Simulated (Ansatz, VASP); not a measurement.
**One calculation of LiMgBN2, two programs**

```
CELL_PARAMETERS angstrom
-1.90417 1.90417 4.44585
1.90417 -1.90417 4.44585
1.90417 1.90417 -4.44585
ATOMIC_POSITIONS crystal
Li 0.25000 0.75000 0.50000
Mg 0.75000 0.25000 0.50000
B 0.50000 0.50000 0.00000
N 0.65123 0.65123 0.00000
N 0.34877 0.34877 0.00000
```

Alike in both runs: functional PBE; k mesh 8 × 8 × 8; occupations gaussian, width 0.02 eV; no spin polarisation.

Ansatz relaxed the structure, and its values are those at the end. VASP's run is a single point on that final structure, the one shown.

|  | VASP | Ansatz |
| --- | --- | --- |
| version | VASP 6.6.1 | Ansatz 0.2.0 |
| potentials or method | VASP PAW PBE potentials, release 64 (Li_sv, Mg, B, N), cutoff 520 eV | scalar-relativistic, plane waves, PAW |
| valence electrons in the cell | 18 | 26 |

```tsv
	VASP	Ansatz	Ansatz less VASP
gap on the k mesh at the Fermi level (eV)	2.62	2.62	+0.005
least direct gap on the mesh (eV)	3.55	3.56	+0.011
```

With one functional, cell and mesh, what is left measures potentials, basis and numerics. VASP's potentials hold 18 valence electrons a cell and Ansatz's 26, so a difference there can come from the potentials and not from the codes.

Noted on VASP's run: the cutoff is under 1.25 times that of the potentials, so the pressure is a little rough.
